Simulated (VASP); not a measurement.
Input of a VASP 6.6.1 run:

Contents of INCAR:

```
SYSTEM = HfC
  PREC = Accurate
  ENCUT = 520
  EDIFF = 1E-6
  ISMEAR = -1
  SIGMA = 0.05
  LREAL = .False.
  LASPH = .True.
  NELM = 60
  ALGO = Normal
  ISIF = 2
  LWAVE = .False.
  LCHARG = .False.
  GGA = PE
  IVDW = 12
  NBANDS = 14
```

Contents of KPOINTS:

```
Automatic mesh
0
Gamma
  10 10 10
  0 0 0
```

POSCAR

```
HfC
1.0
    0.0000000000      2.3101230010      2.3101230010
    2.3101230010      0.0000000000      2.3101230010
    2.3101230010      2.3101230010      0.0000000000
Hf C
1 1
Direct
    0.5000000000      0.5000000000      0.5000000000
    0.0000000000      0.0000000000      0.0000000000
```

Potentials or basis: VASP PAW PBE potentials, release 64 (Hf_pv, C).

Command:

```bash
$ cat potpaw_PBE.64/Hf_pv/POTCAR potpaw_PBE.64/C/POTCAR > POTCAR
$ mpirun -np 1 vasp_std > vasp.out
```

**Question.** Predict the band gap on the k mesh.

**Answer.** Zero (bands 7 and 8 overlap by 1.41 eV).

**Question.** Estimate the dispersion energy per atom.

**Answer.** -0.365 eV.

**Question.** What does it give for the pressure?

**Answer.** -0.6 GPa.

Caveat: spin-orbit coupling is left out, which moves the levels of the heavy elements.
